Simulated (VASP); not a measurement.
Crystal: BN (kk07).

```
B N
1.0
     0.00000    1.78992    1.78992
     1.78992    0.00000    1.78992
     1.78992    1.78992    0.00000
B N
1 1
Direct
  0.00000 0.00000 0.00000
  0.25000 0.25000 0.25000
```

Base run:

| Property | Result |
| --- | --- |
| Program | VASP 6.6.1 |
| Functional | LDA |
| Potentials or basis | VASP PAW LDA potentials, release 64 (B, N) |
| Cutoff | 520 eV |
| k mesh | 16 × 16 × 16 |
| Occupations | gaussian, width 0.02 eV |
| Spin | no spin polarisation |

Its results: band gap on the k mesh 4.38 eV, indirect (least direct gap 8.82 eV); pressure 1.3 GPa.

**Question.** The run is repeated on the same cell with these changes: potentials or basis from VASP PAW LDA potentials, release 64 (B, N) to VASP PAW LDA potentials, release 64 (B_h, N_h); cutoff from 520 eV to 910 eV. What comes out?

**Answer.** Band gap on the k mesh 4.38 eV, indirect (least direct gap 8.83 eV); pressure 0.7 GPa.

Caveats: the cutoff is under 1.25 times the usual one of these potentials, so pressure, stress and relaxed cells hold a basis-set (Pulay) error (some runs).

A k mesh can miss the band edges.
